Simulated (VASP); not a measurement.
# GaSn3 (Fm-3m) in VASP: further runs

GaSn3 is run at these levels: LDA; tasks: single point, relaxation of cell and atoms.

Program: VASP 6.6.1. These are calculated values, not measurements. Logs are shortened: lines on timing, memory, paths and dates and some standing lists are left out, and cuts for length are marked.

### Step 1. The cell of the first run

The structure is cubic, space group Fm-3m (No. 225). Conventional cell: a = 7.196 Å, b = 7.196 Å, c = 7.196 Å, α = 90.00°, β = 90.00°, γ = 90.00°. Within 4.1 Å of Ga (site symmetry m-3m) lie 14 Sn at 3.12 to 3.60 Å. Within 4.1 Å of Sn (site symmetry -43m) lie 4 Ga at 3.12 Å and 10 Sn at 3.12 to 3.60 Å. Within 4.1 Å of Sn (site symmetry m-3m) lie 8 Sn at 3.12 Å and 6 Ga at 3.60 Å.

### Step 2. Single point, LDA

Contents of INCAR:

```
SYSTEM = GaSn3
PREC = Accurate
ENCUT = 520
EDIFF = 1E-6
ISMEAR = -1
SIGMA = 0.05
LREAL = .FALSE.
LASPH = .TRUE.
NELM = 100
ALGO = Normal
ISIF = 2
LWAVE = .FALSE.
LCHARG = .TRUE.
GGA = CA
LELF = .TRUE.
LVHAR = .TRUE.
NBANDS = 36
```

Contents of KPOINTS:

```
Automatic mesh
0
G
  5 5 5
  0 0 0
```

Contents of POSCAR:

```
GaSn3
1.0
    0.0000000000      3.5978790707      3.5978790707
    3.5978790707      0.0000000000      3.5978790707
    3.5978790707      3.5978790707      0.0000000000
Ga Sn
1 3
Direct
    0.0000000000      0.0000000000      0.0000000000
    0.2500000000      0.2500000000      0.2500000000
    0.7500000000      0.7500000000      0.7500000000
    0.5000000000      0.5000000000      0.5000000000
```

Potentials or basis: VASP PAW LDA potentials, release 64 (Ga_d, Sn_d).

The run is started by

```
cat potpaw_LDA.64/Ga_d/POTCAR potpaw_LDA.64/Sn_d/POTCAR > POTCAR
mpirun -np 1 vasp_std > vasp.out
```

OUTCAR:

```text
SYSTEM = GaSn3
   PREC = Accurate
   ENCUT = 520
   EDIFF = 1E-6
   ISMEAR = -1
   LREAL = .FALSE.
   LASPH = .TRUE.
   NELM = 100
   ISIF = 2
   GGA = CA

 ion  position               nearest neighbor table
   1  0.000  0.000  0.000-   2 3.12   3 3.12   3 3.12   3 3.12   3 3.12   2 3.12   2 3.12   2 3.12

   2  0.250  0.250  0.250-   1 3.12   4 3.12   1 3.12   1 3.12   1 3.12   4 3.12   4 3.12   4 3.12
                             3 3.60   3 3.60   3 3.60   3 3.60   3 3.60   3 3.60
   3  0.750  0.750  0.750-   1 3.12   4 3.12   4 3.12   4 3.12   4 3.12   1 3.12   1 3.12   1 3.12
                             2 3.60   2 3.60   2 3.60   2 3.60   2 3.60   2 3.60
   4  0.500  0.500  0.500-   2 3.12   3 3.12   2 3.12   2 3.12   2 3.12   3 3.12   3 3.12   3 3.12

  LATTYP: Found a face centered cubic cell.
 ALAT       =     7.1957581414

  Lattice vectors:

 A1 = (   0.0000000000,   3.5978790707,   3.5978790707)
 A2 = (   3.5978790707,   0.0000000000,   3.5978790707)
 A3 = (   3.5978790707,   3.5978790707,   0.0000000000)

Analysis of symmetry for initial positions (statically):
=====================================================================
 Subroutine PRICEL returns:
 Original cell was already a primitive cell.

 Routine SETGRP: Setting up the symmetry group for a
 face centered cubic supercell.

 Subroutine GETGRP returns: Found 48 space group operations
 (whereof 48 operations were pure point group operations)
 out of a pool of 48 trial point group operations.

The static configuration has the point symmetry O_h .

Analysis of symmetry for dynamics (positions and initial velocities):
=====================================================================
 Subroutine PRICEL returns:
 Original cell was already a primitive cell.

 Routine SETGRP: Setting up the symmetry group for a
 face centered cubic supercell.

 Subroutine GETGRP returns: Found 48 space group operations
 (whereof 48 operations were pure point group operations)
 out of a pool of 48 trial point group operations.

The dynamic configuration has the point symmetry O_h .

 Subroutine INISYM returns: Found 48 space group operations
 (whereof 48 operations are pure point group operations),
 and found     1 'primitive' translations

----------------------------------------------------------------------------------------

                                     Primitive cell

[... 69 lines left out ...]
 SYSTEM =  GaSn3
   PREC   = accura    normal or accurate (medium, high low for compatibility)
   ISTART =      0    job   : 0-new  1-cont  2-samecut
   ICHARG =      2    charge: 1-file 2-atom 10-const
   ISPIN  =      1    spin polarized calculation?
   LNONCOLLINEAR =      F non collinear calculations
   LSORBIT =      F    spin-orbit coupling
   LASPH  =      T    aspherical Exc in radial PAW
   ENCUT  =  520.0 eV  38.22 Ry    6.18 a.u.   9.46  9.46  9.46*2*pi/ulx,y,z
   NELM   =    100;   NELMIN=  2; NELMDL= -5     # of ELM steps
   EDIFF  = 0.1E-05   stopping-criterion for ELM
   LREAL  =      F    real-space projection
[... 7 lines left out ...]
   TEBEG  =    0.0;   TEEND  =   0.0 temperature during run
   PSTRESS=    0.0 pullay stress
   NELECT =      55.0000    total number of electrons
   NUPDOWN=      -1.0000    fix difference up-down
   EMIN   =  10.00;   EMAX   =-10.00  energy-range for DOS
   EFERMI =   0.00;   METHOD = LEGACY
   ISMEAR =    -1;   SIGMA  =   0.05  broadening in eV -4-tet -1-fermi 0-gaus
   EFERMI_NEDOS =   21; number of points for ismear=-14 and -15
   IALGO  =     38    algorithm
   IMIX   =      4    mixing-type and parameters
     AMIX     =   0.40;   BMIX     =  1.00
     AMIX_MAG =   1.60;   BMIX_MAG =  1.00
  volume/ion in A,a.u.               =      23.29       157.15
  Fermi-wavevector in a.u.,A,eV,Ry     =   1.373428  2.595402 25.664723  1.886304
  Thomas-Fermi vector in A             =   2.498946
   LORBIT       =      0    0 simple, 1 ext, 2 COOP (PROOUT), +10 PAW based schemes
   GGA     = CA    functional components
   LHFCALC =     F    Hartree Fock is set to
   AEXX    =    0.0000 exact exchange contribution
   IVDW    =     0    specifies the selected vdW correction
   LEPSILON=     F    determine dielectric tensor
   LRPA    =     F    only Hartree local field effects (RPA)
 non-spin polarized calculation
  energy-cutoff  :      520.00
  volume of cell :       93.15
 maximum number of plane-waves:      2565
 NGX is ok and might be reduce to    40
   NGX = 19   NGY = 19   NGZ = 19

 number of electron      55.0000001 magnetization

 Free energy of the ion-electron system (eV)
  ---------------------------------------------------
  ext. energy  EPLUGINS =         0.00000000
  ---------------------------------------------------
  free energy    TOTEN  =       -16.66313505 eV

  energy without entropy =      -16.63388232  energy(sigma->0) =      -16.64850868

 E-fermi :   8.5452     XC(G=0): -11.1090

 val. band max:        8.5167583327   @ k =   0.2000   0.2000   0.0000
 cond. band min:       8.5702448376   @ k =   0.4000   0.0000   0.0000
 fundamental gap:      0.0534865049
 Fermi energy:         8.5452382103

 k-point     1 :       0.0000    0.0000    0.0000
  band No.  band energies     occupation
      1     -13.2989      2.00000
      2     -13.2989      2.00000
      3     -13.2989      2.00000
      4     -13.2984      2.00000
      5     -13.2984      2.00000
      6     -13.1931      2.00000
[... 379 lines left out ...]
     35      14.5002      0.00000
     36      14.5214      0.00000

------------------------ aborting loop because EDIFF is reached ----------------------------------------

  FORCE on cell =-STRESS in cart. coord.  units (eV):
  Direction    XX          YY          ZZ          XY          YZ          ZX
  --------------------------------------------------------------------------------------
  -------------------------------------------------------------------------------------
  Total        0.0070963      0.0070963      0.0070963      0.0000000      0.0000000     -0.0000000
  in kB        0.1220597      0.1220597      0.1220597      0.0000000      0.0000000     -0.0000000
  external PRESSURE =       0.1220597 kB  Pullay stress =       0.0000000 kB

 VOLUME and BASIS-vectors are now :
 -----------------------------------------------------------------------------
  energy-cutoff  :      520.00
  volume of cell :       93.15
      direct lattice vectors                 reciprocal lattice vectors
     0.000000000  3.597879071  3.597879071    -0.138970763  0.138970763  0.138970763
     3.597879071  0.000000000  3.597879071     0.138970763 -0.138970763  0.138970763
     3.597879071  3.597879071  0.000000000     0.138970763  0.138970763 -0.138970763

 POSITION                                       TOTAL-FORCE (eV/Angst)
 -----------------------------------------------------------------------------------
      0.00000      0.00000      0.00000         0.000000      0.000000     -0.000000
      1.79894      1.79894      1.79894         0.000000      0.000000      0.000000
      5.39682      5.39682      5.39682        -0.000000     -0.000000     -0.000000
      3.59788      3.59788      3.59788         0.000000      0.000000     -0.000000
 -----------------------------------------------------------------------------------
    total drift:                               -0.000000      0.000000      0.000000

  FREE ENERGIE OF THE ION-ELECTRON SYSTEM (eV)
  ---------------------------------------------------
  free  energy   TOTEN  =       -16.6631350497 eV

  energy  without entropy=      -16.6338823156  energy(sigma->0) =      -16.64850868
```

OSZICAR:

```text
N       E                     dE             d eps       ncg     rms          rms(c)
DAV:   1     0.499025034672E+03    0.49903E+03   -0.27732E+04   736   0.261E+03
DAV:   2     0.550221542363E+02   -0.44400E+03   -0.43621E+03   720   0.572E+02
DAV:   3    -0.133818248890E+02   -0.68404E+02   -0.67496E+02   776   0.194E+02
DAV:   4    -0.166597615401E+02   -0.32779E+01   -0.32555E+01   828   0.462E+01
DAV:   5    -0.167649543580E+02   -0.10519E+00   -0.10506E+00  1020   0.815E+00    0.302E+00
DAV:   6    -0.166900412255E+02    0.74913E-01   -0.11337E-01   900   0.378E+00    0.161E+00
DAV:   7    -0.166646249028E+02    0.25416E-01   -0.49174E-02   956   0.221E+00    0.231E-01
DAV:   8    -0.166631676071E+02    0.14573E-02   -0.47025E-03   836   0.834E-01    0.403E-02
DAV:   9    -0.166631319630E+02    0.35644E-04   -0.41485E-04   892   0.262E-01    0.124E-02
DAV:  10    -0.166631344253E+02   -0.24624E-05   -0.42191E-05   968   0.918E-02    0.709E-03
DAV:  11    -0.166631350497E+02   -0.62435E-06   -0.55985E-06   804   0.239E-02
   1 F= -.16663135E+02 E0= -.16648509E+02  d E =-.292527E-01
```

stdout:

```text
POSCAR found type information on POSCAR GaSn
 POSCAR found :  2 types and       4 ions
 scaLAPACK will be used
 LDA part: xc-table for (Slater(with rela. corr.)+CA(PZ))
 , standard interpolation
 POSCAR, INCAR and KPOINTS ok, starting setup
 FFT: planning ... GRIDC
 FFT: planning ... GRID_SOFT
 FFT: planning ... GRID
 WAVECAR not read
 entering main loop
```

Run time: 31 s. Hardware: 1 thread of AMD EPYC 9R45 (Zen 5), shared host; peak memory 0.17 GiB.

What came out:

- Free energy: -16.6631 eV
- Pressure: 0.0 GPa

Levels at points of the mesh, in eV from the Fermi level:
```csv
k point,band 25,band 26,band 27,band 28,band 29,band 30
"(0.00, 0.00, 0.00)",-1.80,-1.80,-1.54,-1.54,-1.54,-1.52
```

Caveat: spin-orbit coupling is left out, which moves the levels of the heavy elements.

### Step 3. Relaxation of cell and atoms, LDA

This run uses another cell than the first one, of 25.45 Å³/atom, 1.093 times its volume.

Contents of INCAR:

```
SYSTEM = GaSn3
PREC = Accurate
ENCUT = 600
EDIFF = 1E-7
ISMEAR = -1
SIGMA = 0.05
LREAL = .False.
LASPH = .True.
NELM = 100
ALGO = Normal
ISIF = 3
LWAVE = .False.
LCHARG = .False.
IBRION = 2
NSW = 80
EDIFFG = -0.01
```

Contents of KPOINTS:

```
Automatic mesh
0
Gamma
  5 5 5
  0 0 0
```

Contents of POSCAR:

```
GaSn3
1.0
    0.0000000000      3.7059570000      3.7059570000
    3.7059570000      0.0000000000      3.7059570000
    3.7059570000      3.7059570000      0.0000000000
Ga Sn
1 3
Direct
    0.0000000000      0.0000000000      0.0000000000
    0.2500000000      0.2500000000      0.2500000000
    0.7500000000      0.7500000000      0.7500000000
    0.5000000000      0.5000000000      0.5000000000
```

Potentials or basis: VASP PAW LDA potentials, release 64 (Ga_d, Sn_d).

The run is started by

```
cat potpaw_LDA.64/Ga_d/POTCAR potpaw_LDA.64/Sn_d/POTCAR > POTCAR
mpirun -np 1 vasp_std > vasp.out
```

OUTCAR:

```text
SYSTEM = GaSn3
   PREC = Accurate
   ENCUT = 600
   EDIFF = 1E-7
   ISMEAR = -1
   LREAL = .False.
   LASPH = .True.
   NELM = 100
   ISIF = 3
   IBRION = 2
   NSW = 80
   EDIFFG = -0.01

 ion  position               nearest neighbor table
   1  0.000  0.000  0.000-   2 3.21   3 3.21   3 3.21   3 3.21   3 3.21   2 3.21   2 3.21   2 3.21

   2  0.250  0.250  0.250-   1 3.21   4 3.21   1 3.21   1 3.21   1 3.21   4 3.21   4 3.21   4 3.21
                             3 3.71   3 3.71   3 3.71   3 3.71   3 3.71   3 3.71
   3  0.750  0.750  0.750-   1 3.21   4 3.21   4 3.21   4 3.21   4 3.21   1 3.21   1 3.21   1 3.21
                             2 3.71   2 3.71   2 3.71   2 3.71   2 3.71   2 3.71
   4  0.500  0.500  0.500-   2 3.21   3 3.21   2 3.21   2 3.21   2 3.21   3 3.21   3 3.21   3 3.21

  LATTYP: Found a face centered cubic cell.
 ALAT       =     7.4119140000

  Lattice vectors:
[... 176 lines left out ...]
  -------------------------------------------------------------------------------------
  Total       -2.4872049     -2.4872049     -2.4872049     -0.0000000      0.0000000      0.0000000
  in kB      -39.1463267    -39.1463267    -39.1463267     -0.0000000      0.0000000      0.0000000
  external PRESSURE =     -39.1463267 kB  Pullay stress =       0.0000000 kB
[... 63 lines left out ...]
--------------------------------------- Ionic step        3  -------------------------------------------

 number of electron      55.0000002 magnetization

 Free energy of the ion-electron system (eV)
  ---------------------------------------------------
  ext. energy  EPLUGINS =         0.00000000
  ---------------------------------------------------
  free energy    TOTEN  =       -16.66413651 eV

  energy without entropy =      -16.63481429  energy(sigma->0) =      -16.64947540

 E-fermi :   8.5378     XC(G=0): -11.1061

 val. band max:        8.5092429568   @ k =   0.2000   0.2000   0.0000
 cond. band min:       8.5615599916   @ k =   0.4000   0.0000   0.0000
 fundamental gap:      0.0523170348
 Fermi energy:         8.5377781870

 k-point     1 :       0.0000    0.0000    0.0000
  band No.  band energies     occupation
      1     -13.3054      2.00000
      2     -13.3054      2.00000
      3     -13.3054      2.00000
      4     -13.3050      2.00000
      5     -13.3050      2.00000
      6     -13.1998      2.00000
[... 380 lines left out ...]
  FREE ENERGIE OF THE ION-ELECTRON SYSTEM (eV)
  ---------------------------------------------------
  free  energy   TOTEN  =       -16.6641365138 eV

  energy  without entropy=      -16.6348142945  energy(sigma->0) =      -16.64947540

 reached required accuracy - stopping structural energy minimisation
```

It took 1.7 min on 1 thread of AMD EPYC 9R45 (Zen 5), shared host; peak memory 0.2 GiB.

What came out:

* Free energy: -16.6641 eV
* Relaxed volume: 23.30 Å³/atom
* Relaxed cell: a = 5.089 Å, b = 5.089 Å, c = 5.089 Å, α = 60.00°, β = 60.00°, γ = 60.00°
* Space group after relaxing (to 0.05 Å): Fm-3m (No. 225)
* Energy gained by relaxing: 28.7 meV/atom
* Ionic steps: 3
* Pressure after relaxing: 0.0 GPa

The path:
| step | energy change (eV) | largest force (eV/Å) | pressure (GPa) | volume (Å³) |
| --- | --- | --- | --- | --- |
| 1 | 0.0000 | 0.0000 | -3.91 | 101.80 |
| 2 | -0.1147 | 0.0000 | 0.18 | 92.91 |
| 3 | -0.1149 | 0.0000 | 0.00 | 93.20 |

Final structure:
```xyz
4
Lattice="0.0000 3.5986 3.5986 3.5986 0.0000 3.5986 3.5986 3.5986 0.0000" Properties=species:S:1:pos:R:3 pbc="T T T"
Ga    0.0000    0.0000    0.0000
Sn    1.7993    1.7993    1.7993
Sn    5.3979    5.3979    5.3979
Sn    3.5986    3.5986    3.5986
```

Caveat: the bands computed are all filled at some k points, so no gap is given; spin-orbit coupling is left out, which moves the levels of the heavy elements.
